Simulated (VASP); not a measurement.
# YCu6ClO8 (Fm-3m) in VASP: further runs, part 2 of 2

VASP 6.6.1. The steps go on from the part before.

## Step 3: Electric field gradients, r2SCAN

POSCAR reads:

```
YCu6ClO8
1.0
    0.0000000000      4.6462890000      4.6462890000
    4.6462890000      0.0000000000      4.6462890000
    4.6462890000      4.6462890000      0.0000000000
Y Cu Cl O
1 6 1 8
Direct
    0.0000000000      0.0000000000      0.0000000000
    0.0000000000      0.0000000000      0.5000000000
    0.5000000000      0.0000000000      0.5000000000
    0.0000000000      0.5000000000      0.5000000000
    0.5000000000      0.5000000000      0.0000000000
    0.0000000000      0.5000000000      0.0000000000
    0.5000000000      0.0000000000      0.0000000000
    0.5000000000      0.5000000000      0.5000000000
    0.8555030000      0.8555030000      0.4334910000
    0.8555030000      0.4334910000      0.8555030000
    0.4334910000      0.8555030000      0.8555030000
    0.8555030000      0.8555030000      0.8555030000
    0.1444970000      0.1444970000      0.5665090000
    0.1444970000      0.5665090000      0.1444970000
    0.5665090000      0.1444970000      0.1444970000
    0.1444970000      0.1444970000      0.1444970000
```

INCAR.step1 reads:

```
SYSTEM = YCu6ClO8
PREC     = Accurate       ! precision mode
ENCUT    = 520            ! plane-wave cutoff, eV
ISMEAR   = -1             ! smearing method
SIGMA    = 0.05           ! smearing width, eV
LREAL    = Auto         
LASPH    = .True.         ! aspherical terms in the spheres
NELM     = 100            ! most SCF steps
NBANDS   = 80             ! bands
GGA      = PE             ! functional
ALGO     = Normal         ! electronic algorithm
EDIFF    = 1E-4           ! SCF threshold, eV
LWAVE    = .True.         ! write WAVECAR
LCHARG   = .False.        ! write CHGCAR
```

INCAR.step2 reads:

```
SYSTEM = YCu6ClO8
PREC     = Accurate       ! precision mode
ENCUT    = 520            ! plane-wave cutoff, eV
EDIFF    = 1E-8           ! SCF threshold, eV
ISMEAR   = -1             ! smearing method
SIGMA    = 0.05           ! smearing width, eV
LREAL    = Auto         
LASPH    = .True.         ! aspherical terms in the spheres
NELM     = 100            ! most SCF steps
ALGO     = Normal         ! electronic algorithm
ISIF     = 2              ! what is computed and relaxed
LWAVE    = .False.        ! write WAVECAR
LCHARG   = .False.        ! write CHGCAR
METAGGA  = R2SCAN         ! meta-GGA
LMIXTAU  = .True.       
LEFG     = .True.       
NBANDS   = 80             ! bands
ISTART   = 1
```

KPOINTS reads:

```
regular mesh
0
Gamma
  6 6 6
  0 0 0
```

Potentials or basis: VASP PAW PBE potentials, release 64 (Y_sv, Cu, Cl, O).

Run with:

```console
$ cat potpaw_PBE.64/Y_sv/POTCAR potpaw_PBE.64/Cu/POTCAR potpaw_PBE.64/Cl/POTCAR potpaw_PBE.64/O/POTCAR > POTCAR
$ cp INCAR.step1 INCAR
$ mpirun -np 1 vasp_std > vasp.out
$ cp INCAR.step2 INCAR
$ mpirun -np 1 vasp_std > vasp.out
```

OUTCAR:

```text
SYSTEM = YCu6ClO8
   PREC = Accurate
   ENCUT = 520
   EDIFF = 1E-8
   ISMEAR = -1
   LREAL = Auto
   LASPH = .True.
   NELM = 100
   ISIF = 2
   METAGGA = R2SCAN
   ISTART = 1

 ion  position               nearest neighbor table
   1  0.000  0.000  0.000-   9 2.33  10 2.33  11 2.33  13 2.33  14 2.33  15 2.33  12 2.33  16 2.33
                             7 3.29   2 3.29   6 3.29   2 3.29   3 3.29   4 3.29   4 3.29   5 3.29
   2  0.000  0.000  0.500-  12 1.93  16 1.93  13 1.93   9 1.93   1 3.29   1 3.29
   3  0.500  0.000  0.500-   9 1.93  11 1.93  13 1.93  15 1.93   1 3.29   1 3.29
   4  0.000  0.500  0.500-   9 1.93  10 1.93  13 1.93  14 1.93   1 3.29   1 3.29
   5  0.500  0.500  0.000-  10 1.93  11 1.93  14 1.93  15 1.93   1 3.29   1 3.29
   6  0.000  0.500  0.000-  12 1.93  16 1.93  14 1.93  10 1.93   1 3.29   1 3.29
   7  0.500  0.000  0.000-  12 1.93  16 1.93  15 1.93  11 1.93   1 3.29   1 3.29
   8  0.500  0.500  0.500-
   9  0.856  0.856  0.433-   3 1.93   4 1.93   2 1.93   1 2.33
  10  0.856  0.433  0.856-   4 1.93   5 1.93   6 1.93   1 2.33
  11  0.433  0.856  0.856-   3 1.93   5 1.93   7 1.93   1 2.33
  12  0.856  0.856  0.856-   2 1.93   6 1.93   7 1.93   1 2.33
  13  0.144  0.144  0.567-   3 1.93   4 1.93   2 1.93   1 2.33
  14  0.144  0.567  0.144-   4 1.93   5 1.93   6 1.93   1 2.33
  15  0.567  0.144  0.144-   3 1.93   5 1.93   7 1.93   1 2.33
  16  0.144  0.144  0.144-   2 1.93   6 1.93   7 1.93   1 2.33

[... 1552 lines left out ...]
 Electric field gradients (V/A^2)
---------------------------------------------------------------------
 ion       V_xx      V_yy      V_zz      V_xy      V_xz      V_yz
---------------------------------------------------------------------
   1       0.000     0.000    -0.000    -0.002    -0.002    -0.002
   2     -19.653   -19.653    39.305    56.832     0.002     0.002
   3     -19.653    39.305   -19.653     0.002   -56.824     0.002
   4      39.305   -19.653   -19.653     0.002     0.002   -56.824
   5     -19.653   -19.653    39.305   -56.824     0.002     0.002
   6     -19.653    39.305   -19.653     0.002    56.832     0.002
[... 8 lines left out ...]
  15      -0.001     0.000     0.000    66.690    66.690   -66.687
  16       0.000    -0.000    -0.000   -66.686   -66.686   -66.686
---------------------------------------------------------------------

 Electric field gradients after diagonalization (V/A^2)
 (convention: |V_zz| > |V_xx| > |V_yy|)
----------------------------------------------------------------------
 ion       V_xx      V_yy      V_zz     asymmetry (V_yy - V_xx)/ V_zz
----------------------------------------------------------------------
   1       0.002     0.002    -0.004       0.000
   2      39.305    37.179   -76.484       0.028
   3      39.305    37.171   -76.476       0.028
   4      39.305    37.171   -76.476       0.028
   5      39.305    37.171   -76.476       0.028
   6      39.305    37.179   -76.484       0.028
[... 8 lines left out ...]
  15      66.691    66.687  -133.378       0.000
  16      66.686    66.686  -133.372       0.000
----------------------------------------------------------------------

           NMR quadrupolar parameters

 Cq : quadrupolar parameter    Cq=e*Q*V_zz/h
 eta: asymmetry parameters     (V_yy - V_xx)/ V_zz
 Q  : nuclear electric quadrupole moment in mb (millibarn)
----------------------------------------------------------------------
 ion       Cq(MHz)       eta       Q (mb)
----------------------------------------------------------------------
   1      -0.000       0.000       1.000
   2      -0.185       0.028       1.000
   3      -0.185       0.028       1.000
   4      -0.185       0.028       1.000
   5      -0.185       0.028       1.000
   6      -0.185       0.028       1.000
[... 8 lines left out ...]
  15      -0.323       0.000       1.000
  16      -0.322       0.000       1.000
----------------------------------------------------------------------
```

It took 24 min on 1 thread of Intel Xeon 6975P-C (Granite Rapids), shared host; peak memory 0.49 GiB.

What came out:

| Item | Value |
| --- | --- |
| Free energy | -159.2935 eV |
| Pressure | -4.9 GPa |
| Largest force | 0.040 eV/Å |
| Band gap on the k mesh | zero (band 66 reaches 3.40 eV, above the bottom of band 67 at 2.86 eV) |

Forces in eV/Å, atoms in the order of the input:
```
Y    0.000  0.000  0.000
Cu   0.000  0.000  0.000
Cu   0.000  0.000  0.000
Cu   0.000  0.000  0.000
Cu   0.000  0.000  0.000
Cu   0.000  0.000  0.000
Cu   0.000  0.000  0.000
Cl   0.000  0.000  0.000
O    0.023  0.023 -0.023
O    0.023 -0.023  0.023
O   -0.023  0.023  0.023
O   -0.023 -0.023 -0.023
O   -0.023 -0.023  0.023
O   -0.023  0.023 -0.023
O    0.023 -0.023 -0.023
O    0.023  0.023  0.023
```

Levels at points of the mesh, in eV from the Fermi level:
| k point | band 62 | band 63 | band 64 | band 65 | band 66 | band 67 | band 68 | band 69 | band 70 | band 71 |
| --- | --- | --- | --- | --- | --- | --- | --- | --- | --- | --- |
| (0.00, 0.00, 0.00) | -1.66 | -1.66 | -1.47 | -0.45 | -0.45 | -0.45 | 1.33 | 1.33 | 1.33 | 3.18 |
| (0.50, 0.00, 0.00) | -1.33 | -1.33 | -1.16 | -0.39 | 0.06 | 0.06 | 0.75 | 0.75 | 1.06 | 5.21 |
| (0.50, 0.50, 0.00) | -1.10 | -1.10 | -1.08 | 0.09 | 0.09 | 0.16 | 0.16 | 0.30 | 1.28 | 5.08 |

Electric field gradients, principal values (V/Å²):
| atom | least | middle | greatest (by size) |
| --- | --- | --- | --- |
| 1 Y | 0.002 | 0.002 | -0.004 |
| 2 Cu | 37.179 | 39.305 | -76.484 |
| 3 Cu | 37.171 | 39.305 | -76.476 |
| 4 Cu | 37.171 | 39.305 | -76.476 |
| 5 Cu | 37.171 | 39.305 | -76.476 |
| 6 Cu | 37.179 | 39.305 | -76.484 |
| 7 Cu | 37.179 | 39.305 | -76.484 |
| 8 Cl | 0.002 | 0.002 | -0.005 |
| 9 O | 66.687 | 66.691 | -133.378 |
| 10 O | 66.687 | 66.691 | -133.378 |
| 11 O | 66.687 | 66.691 | -133.378 |
| 12 O | 66.686 | 66.686 | -133.372 |
| 13 O | 66.687 | 66.691 | -133.378 |
| 14 O | 66.687 | 66.691 | -133.378 |
| 15 O | 66.687 | 66.691 | -133.378 |
| 16 O | 66.686 | 66.686 | -133.372 |

Caveat: without QUAD_EFG the Cq values of the log hold for a quadrupole moment of 1 mb, not for the nuclei; the PAW data sets were made with another functional, which shifts forces and pressure a little; semilocal functionals often make such compounds metallic where correlation or magnetic order opens a gap, which also shifts bond lengths.
